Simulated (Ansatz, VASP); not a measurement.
**One calculation of SnTe, two programs**

```xyz
2
Lattice="0.0000 3.1030 3.1030 3.1030 0.0000 3.1030 3.1030 3.1030 0.0000" Properties=species:S:1:pos:R:3 pbc="T T T"
Sn    0.0000    0.0000    0.0000
Te    3.1030    3.1030    3.1030
```

Change from the starting cell: volume scaled by 0.95, PAW files.

Alike in both runs: task electric field gradients; functional LDA; k mesh 11 × 11 × 11; occupations fermi-dirac, width 0.08 eV; no spin polarisation.

```csv
,VASP,Ansatz
version,VASP 6.6.1,Ansatz 0.2.0
potentials or method,"VASP PAW LDA potentials, release 64 (Sn_d, Te)","PAW with Ansatz's default frozen-core files, scalar-relativistic"
plane-wave cutoff (eV),520,420
valence electrons in the cell,20,30
```

|  | VASP | Ansatz | Ansatz less VASP |
| --- | --- | --- | --- |
| pressure (GPa) | 0.8 | 0.7 | -0.07 |

LDA's correlation is that of Perdew and Zunger in VASP and of Perdew and Wang (1992) in Ansatz. VASP's potentials hold 20 valence electrons a cell and Ansatz's 30, so a difference there can come from the potentials and not from the codes.

Spin-orbit coupling is off throughout.
